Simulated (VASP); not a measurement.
# Ti (P6_3/mmc) in VASP: relaxation of cell and atoms with r2SCAN

Aim: the relaxation of cell and atoms of Ti with r2SCAN.

All numbers are computed with VASP 6.6.1; they aren't measurements. Logs are shortened: lines on timing, memory, paths and dates and some standing lists are left out, and cuts for length are marked.

## 1. The cell of the first run

The structure is hexagonal, space group P6_3/mmc (No. 194). Conventional cell: a = 2.935 Å, b = 2.935 Å, c = 4.638 Å, α = 90.00°, β = 90.00°, γ = 120.00°. Ti (site symmetry -6m2) has 12 Ti at 2.87 to 2.94 Å within 3.8 Å.

## 2. Relaxation of cell and atoms, r2SCAN

POSCAR reads:

```
Ti
1.0
    2.9351862666      0.0000000000      0.0000000000
   -1.4675931333      2.5419458717      0.0000000000
    0.0000000000      0.0000000000      4.6380487258
Ti
2
Direct
    0.3333333333      0.6666666667      0.2500000000
    0.6666666667      0.3333333333      0.7500000000
```

INCAR.step1 reads:

```
SYSTEM = Ti
  PREC = Accurate
  ENCUT = 600
  ISMEAR = -1
  SIGMA = 0.15
  LREAL = .False.
  LASPH = .True.
  NELM = 100
  GGA = PE
  ALGO = Normal
  EDIFF = 1E-4
  LWAVE = .True.
  LCHARG = .False.
```

INCAR.step2 reads:

```
SYSTEM = Ti
  PREC = Accurate
  ENCUT = 600
  EDIFF = 1E-6
  ISMEAR = -1
  SIGMA = 0.15
  LREAL = .False.
  LASPH = .True.
  NELM = 100
  ALGO = Normal
  ISIF = 3
  LWAVE = .False.
  LCHARG = .False.
  METAGGA = R2SCAN
  LMIXTAU = .True.
  IBRION = 2
  NSW = 80
  EDIFFG = -0.001
  ISTART = 1
```

KPOINTS reads:

```
Automatic mesh
0
Gamma
  18 18 10
  0 0 0
```

Potentials or basis: VASP PAW PBE potentials, release 64 (Ti_sv).

On the command line:

```bash
> cat potpaw_PBE.64/Ti_sv/POTCAR > POTCAR
> cp INCAR.step1 INCAR
> mpirun -np 1 vasp_std > vasp.out
> cp INCAR.step2 INCAR
> mpirun -np 1 vasp_std > vasp.out
```

OUTCAR:

```text
SYSTEM = Ti
   PREC = Accurate
   ENCUT = 600
   EDIFF = 1E-6
   ISMEAR = -1
   LREAL = .False.
   LASPH = .True.
   NELM = 100
   ISIF = 3
   METAGGA = R2SCAN
   IBRION = 2
   NSW = 80
   EDIFFG = -0.001
   ISTART = 1

 ion  position               nearest neighbor table
   1  0.333  0.667  0.250-   2 2.87   2 2.87   2 2.87   2 2.87   2 2.87   2 2.87
   2  0.667  0.333  0.750-   1 2.87   1 2.87   1 2.87   1 2.87   1 2.87   1 2.87

  LATTYP: Found a hexagonal cell.
 ALAT       =     2.9351862666
 C/A-ratio  =     1.5801548197

  Lattice vectors:

 A1 = (   2.9351862666,   0.0000000000,   0.0000000000)
 A2 = (  -1.4675931333,   2.5419458717,   0.0000000000)
 A3 = (   0.0000000000,   0.0000000000,   4.6380487258)

Analysis of symmetry for initial positions (statically):
=====================================================================
 Subroutine PRICEL returns:
 Original cell was already a primitive cell.

 Routine SETGRP: Setting up the symmetry group for a
 hexagonal supercell.

 Subroutine GETGRP returns: Found 24 space group operations
 (whereof 12 operations were pure point group operations)
 out of a pool of 24 trial point group operations.

The static configuration has the point symmetry D_3d.
 The point group associated with its full space group is D_6h.

Analysis of symmetry for dynamics (positions and initial velocities):
=====================================================================
 Subroutine PRICEL returns:
 Original cell was already a primitive cell.

 Routine SETGRP: Setting up the symmetry group for a
 hexagonal supercell.

 Subroutine GETGRP returns: Found 24 space group operations
 (whereof 12 operations were pure point group operations)
 out of a pool of 24 trial point group operations.

The dynamic configuration has the point symmetry D_3d.
 The point group associated with its full space group is D_6h.

 Subroutine INISYM returns: Found 24 space group operations
 (whereof 12 operations are pure point group operations),
 and found     1 'primitive' translations

----------------------------------------------------------------------------------------

                                     Primitive cell

  volume of cell :      34.6049

  direct lattice vectors                    reciprocal lattice vectors
     2.935186267  0.000000000  0.000000000     0.340693881  0.196699704  0.000000000
    -1.467593133  2.541945872  0.000000000     0.000000000  0.393399408  0.000000000
     0.000000000  0.000000000  4.638048726     0.000000000  0.000000000  0.215607912

  length of vectors
     2.935186267  2.935186267  4.638048726     0.393399408  0.393399408  0.215607912

  position of ions in fractional coordinates (direct lattice)
     0.333333333  0.666666667  0.250000000
     0.666666667  0.333333333  0.750000000

  ion indices of the primitive-cell ions
   primitive index   ion index
                 1           1
                 2           2

----------------------------------------------------------------------------------------

 KPOINTS: Automatic mesh

Automatic generation of k-mesh.
 Grid dimensions read from file:
 generate k-points for:   18   18   10

 Generating k-lattice:

  Cartesian coordinates                     Fractional coordinates (reciprocal lattice)
     0.018927438  0.010927761  0.000000000     0.055555556 -0.000000000  0.000000000
     0.000000000  0.021855523  0.000000000     0.000000000  0.055555556  0.000000000
     0.000000000  0.000000000  0.021560791     0.000000000  0.000000000  0.100000000

  Length of vectors
     0.021855523  0.021855523  0.021560791

  Shift w.r.t. Gamma in fractional coordinates (k-lattice)
     0.000000000  0.000000000  0.000000000

 Subroutine IBZKPT returns following result:
 ===========================================

 Found    222 irreducible k-points:

 Following reciprocal coordinates:
            Coordinates               Weight
  0.000000  0.000000  0.000000      1.000000
  0.055556  0.000000  0.000000      6.000000
  0.111111  0.000000  0.000000      6.000000
  0.166667  0.000000  0.000000      6.000000
  0.222222  0.000000  0.000000      6.000000
  0.277778  0.000000  0.000000      6.000000
[... 16 lines left out ...]
  0.333333  0.111111  0.000000     12.000000
  0.388889  0.111111  0.000000     12.000000
 [... further k-points ...]
   k-points           NKPTS =    222   k-points in BZ     NKDIM =    222   number of bands    NBANDS=     16
   number of dos      NEDOS =    301   number of ions     NIONS =      2
   total plane-waves  NPLWV =  23040
   dimension x,y,z NGX =    24 NGY =   24 NGZ =   40
   dimension x,y,z NGXF=    48 NGYF=   48 NGZF=   80
   ions per type =               2
   NGX,Y,Z   is equivalent  to a cutoff of  13.59, 13.59, 14.34 a.u.
   NGXF,Y,Z  is equivalent  to a cutoff of  27.19, 27.19, 28.68 a.u.
 SYSTEM =  Ti
   PREC   = accura    normal or accurate (medium, high low for compatibility)
   ISTART =      1    job   : 0-new  1-cont  2-samecut
   ICHARG =      0    charge: 1-file 2-atom 10-const
   ISPIN  =      1    spin polarized calculation?
   LNONCOLLINEAR =      F non collinear calculations
   LSORBIT =      F    spin-orbit coupling
   LASPH  =      T    aspherical Exc in radial PAW
   ENCUT  =  600.0 eV  44.10 Ry    6.64 a.u.   5.86  5.86  9.26*2*pi/ulx,y,z
   NELM   =    100;   NELMIN=  2; NELMDL=  0     # of ELM steps
   EDIFF  = 0.1E-05   stopping-criterion for ELM
   LREAL  =      F    real-space projection
   EDIFFG = -.1E-02   stopping-criterion for IOM
   NSW    =     80    number of steps for IOM
   IBRION =      2    ionic relax: 0-MD 1-quasi-New 2-CG
   NFREE  =      1    steps in history (QN), initial steepest desc. (CG)
   ISIF   =      3    stress and relaxation
   ISYM   =      2    0-nonsym 1-usesym 2-fastsym
   POTIM  = 0.5000    time-step for ionic-motion
   TEBEG  =    0.0;   TEEND  =   0.0 temperature during run
   PSTRESS=    0.0 pullay stress
   NELECT =      24.0000    total number of electrons
   NUPDOWN=      -1.0000    fix difference up-down
   EMIN   =  10.00;   EMAX   =-10.00  energy-range for DOS
   EFERMI =   0.00;   METHOD = LEGACY
   ISMEAR =    -1;   SIGMA  =   0.15  broadening in eV -4-tet -1-fermi 0-gaus
   EFERMI_NEDOS =   21; number of points for ismear=-14 and -15
   IALGO  =     38    algorithm
   IMIX   =      4    mixing-type and parameters
     AMIX     =   0.40;   BMIX     =  1.00
     AMIX_MAG =   1.60;   BMIX_MAG =  1.00
  volume/ion in A,a.u.               =      17.30       116.76
  Fermi-wavevector in a.u.,A,eV,Ry     =   1.449104  2.738409 28.570898  2.099902
  Thomas-Fermi vector in A             =   2.566869
   LORBIT       =      0    0 simple, 1 ext, 2 COOP (PROOUT), +10 PAW based schemes
   METAGGA = R2SCAN    functional components
   LHFCALC =     F    Hartree Fock is set to
   AEXX    =    0.0000 exact exchange contribution
   IVDW    =     0    specifies the selected vdW correction
   LEPSILON=     F    determine dielectric tensor
   LRPA    =     F    only Hartree local field effects (RPA)
 conjugate gradient relaxation of ions
 non-spin polarized calculation
  energy-cutoff  :      600.00
  volume of cell :       34.60
 maximum number of plane-waves:      1182
 NGX is ok and might be reduce to    24
   NGX = 11   NGY = 11   NGZ = 19

--------------------------------------- Ionic step        1  -------------------------------------------

 number of electron      23.9999993 magnetization

 Free energy of the ion-electron system (eV)
  ---------------------------------------------------
  ext. energy  EPLUGINS =         0.00000000
  ---------------------------------------------------
  free energy    TOTEN  =       -25.97358663 eV

  energy without entropy =      -25.81163742  energy(sigma->0) =      -25.89261203

------------------------ aborting loop because EDIFF is reached ----------------------------------------

  FORCE on cell =-STRESS in cart. coord.  units (eV):
  Direction    XX          YY          ZZ          XY          YZ          ZX
  --------------------------------------------------------------------------------------
  -------------------------------------------------------------------------------------
  Total        0.1616688      0.1616688      0.1994207      0.0000000     -0.0000000     -0.0000000
  in kB        7.4851333      7.4851333      9.2330171      0.0000000     -0.0000000     -0.0000000
  external PRESSURE =       8.0677612 kB  Pullay stress =       0.0000000 kB
[... 89 lines left out ...]
  FREE ENERGIE OF THE ION-ELECTRON SYSTEM (eV)
  ---------------------------------------------------
  free  energy   TOTEN  =       -25.9742111355 eV

  energy  without entropy=      -25.8107448750  energy(sigma->0) =      -25.89247801

[... ionic steps 4 to 13 ...]

--------------------------------------- Ionic step       14  -------------------------------------------

 number of electron      23.9999994 magnetization

------------------------ aborting loop because EDIFF is reached ----------------------------------------

  FORCE on cell =-STRESS in cart. coord.  units (eV):
  Direction    XX          YY          ZZ          XY          YZ          ZX
  --------------------------------------------------------------------------------------
  -------------------------------------------------------------------------------------
  Total       -0.0092949     -0.0092949     -0.0085880      0.0000000      0.0000000      0.0000000
  in kB       -0.4272809     -0.4272809     -0.3947832      0.0000000      0.0000000      0.0000000
  external PRESSURE =      -0.4164483 kB  Pullay stress =       0.0000000 kB
[... 57 lines left out ...]
  energy  without entropy=      -25.8106904905  energy(sigma->0) =      -25.89245556

--------------------------------------- Ionic step       16  -------------------------------------------

 number of electron      23.9999994 magnetization

 Free energy of the ion-electron system (eV)
  ---------------------------------------------------
  ext. energy  EPLUGINS =         0.00000000
  ---------------------------------------------------
  free energy    TOTEN  =       -25.97422092 eV

  energy without entropy =      -25.81067997  energy(sigma->0) =      -25.89245044

 E-fermi :   8.3251     XC(G=0): -12.3800

 val. band max:        8.3140569210   @ k =   0.2778   0.2778   0.4000
 cond. band min:       8.3336491874   @ k =   0.2778   0.2778   0.3000
 fundamental gap:      0.0195922664
 Fermi energy:         8.3251442931

 k-point     1 :       0.0000    0.0000    0.0000
  band No.  band energies     occupation
      1     -50.8649      2.00000
      2     -50.7226      2.00000
      3     -26.4157      2.00000
      4     -25.7668      2.00000
      5     -25.7667      2.00000
      6     -25.6841      2.00000
[... 8 lines left out ...]
     15       9.7628      0.00014
     16       9.7628      0.00014
[... 420 lines left out ...]
  band No.  band energies     occupation
      1     -50.7431      2.00000
      2     -50.6965      2.00000
      3     -26.2252      2.00000
      4     -26.1032      2.00000
      5     -26.0990      2.00000
      6     -25.9378      2.00000
[... 8 lines left out ...]
     15       9.6333      0.00033
     16      11.6419      0.00000

 [... further k-points ...]

------------------------ aborting loop because EDIFF is reached ----------------------------------------

  FORCE on cell =-STRESS in cart. coord.  units (eV):
  Direction    XX          YY          ZZ          XY          YZ          ZX
  --------------------------------------------------------------------------------------
  -------------------------------------------------------------------------------------
  Total        0.0011170      0.0011170      0.0010891     -0.0000000      0.0000000      0.0000000
  in kB        0.0513538      0.0513538      0.0500733     -0.0000000      0.0000000      0.0000000
  external PRESSURE =       0.0509270 kB  Pullay stress =       0.0000000 kB
[... 17 lines left out ...]
  FREE ENERGIE OF THE ION-ELECTRON SYSTEM (eV)
  ---------------------------------------------------
  free  energy   TOTEN  =       -25.9742209193 eV

  energy  without entropy=      -25.8106799657  energy(sigma->0) =      -25.89245044

 reached required accuracy - stopping structural energy minimisation
```

It took 86 min on 1 thread of Oxide Virtual Turin-like, shared host; peak memory 0.24 GiB.

Results:

* Free energy: -25.9742 eV
* Relaxed volume: 17.42 Å³/atom
* Relaxed cell: a = 2.941 Å, b = 2.941 Å, c = 4.654 Å, α = 90.00°, β = 90.00°, γ = 120.00°
* Space group after relaxing (to 0.1 Å): P6_3/mmc (No. 194)
* Energy gained by relaxing: 0.3 meV/atom
* Ionic steps: 16
* Pressure after relaxing: 0.0 GPa
* Band gap on the k mesh: zero (bands 12 and 13 overlap by 1.23 eV)

Step by step:
```csv
step,energy change (eV),largest force (eV/Å),pressure (GPa),volume (Å³)
1,0.0000,0.0000,0.81,34.60
2,-0.0002,0.0000,-0.62,35.04
3,-0.0006,0.0000,-0.01,34.85
4,-0.0006,0.0000,-0.01,34.84
5,-0.0006,0.0000,0.04,34.83
6,-0.0006,0.0000,0.04,34.84
7,-0.0006,0.0000,0.02,34.84
8,-0.0006,0.0000,0.02,34.84
9,-0.0006,0.0000,0.02,34.84
10,-0.0006,0.0000,0.02,34.84
11,-0.0006,0.0000,0.02,34.84
12,-0.0006,0.0000,0.02,34.84
13,-0.0006,0.0000,0.02,34.84
14,-0.0006,0.0000,-0.04,34.85
15,-0.0006,0.0000,0.03,34.84
16,-0.0006,0.0000,0.01,34.85
```

Final structure:
```xyz
2
Lattice="2.9406 0.0000 0.0000 -1.4703 2.5466 0.0000 0.0000 0.0000 4.6536" Properties=species:S:1:pos:R:3 pbc="T T T"
Ti    0.0000    1.6977    1.1634
Ti    1.4703    0.8489    3.4902
```

Caveat: the PAW data sets were made with another functional, which shifts forces and pressure a little. Zero-point motion and thermal expansion aren't in these numbers.
